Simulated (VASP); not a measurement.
## Ti: single point with revPBE

Crystal: Ti.

```
CELL_PARAMETERS angstrom
-1.57370 1.57370 1.57370
1.57370 -1.57370 1.57370
1.57370 1.57370 -1.57370
ATOMIC_POSITIONS crystal
Ti 0.00000 0.00000 0.00000
```

This cell differs from its parent crystal: volume scaled by 0.88.

- Program: VASP 6.6.1
- Task: single point
- Functional: revPBE
- Potentials or basis: VASP PAW PBE potentials, release 64 (Ti_sv)
- Cutoff: 520 eV
- k mesh: 15 × 15 × 15
- Occupations: fermi-dirac, width 0.1 eV
- Spin: no spin polarisation

* Pressure: 15.5 GPa
* Band gap on the k mesh: zero (band 6 reaches 10.44 eV, above the bottom of band 7 at 8.60 eV)

Levels at points of the mesh, in eV from the Fermi level:
```tsv
k point	band 4	band 5	band 6	band 7	band 8	band 9
(0.00, 0.00, 0.00)	-32.09	-6.19	1.09	1.09	1.09	3.09
```

Wall time 14 s on 1 thread of Intel Xeon 6975P-C, with other jobs on the host, peak memory 0.14 GiB.

Caveat: the PAW data sets were made with another functional, which shifts forces and pressure a little.
